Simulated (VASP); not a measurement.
Ta, 2 atoms in the cell. The structure is hexagonal, space group P6_3/mmc (No. 194). The conventional cell has a = 2.848 Å, b = 2.848 Å, c = 5.045 Å, α = 90.00°, β = 90.00°, γ = 120.00°. Within 3.8 Å of Ta (site symmetry -6m2) lie 12 Ta at 2.85 to 3.01 Å. 

| Property | Result |
| --- | --- |
| Program | VASP 6.6.1 |
| Task | single point |
| Functional | LDA |
| Potentials or basis | VASP PAW LDA potentials, release 64 (Ta_pv) |
| Cutoff | 500 eV |
| k mesh | 7 × 7 × 4 |
| Occupations | fermi-dirac, width 0.05 eV |
| Spin | no spin polarisation |
| Dipole correction | no |
| Further INCAR settings | ALGO = Normal; EDIFF = 1e-06; NBANDS = 18 |

Potentials or basis: VASP PAW LDA potentials, release 64 (Ta_pv).

The run is started by

```sh
$ cat potpaw_LDA.64/Ta_pv/POTCAR > POTCAR
$ mpirun -np 1 vasp_std > vasp.out
```

Hardware: 1 thread of Intel Xeon 8259CL, with other jobs on the host.

Problem. Estimate the wall time of this run.

Solution. Wall time 22 s on 1 thread of Intel Xeon 8259CL, on a shared host, peak memory 0.14 GiB. Counts: scf iterations 11, k points 24.
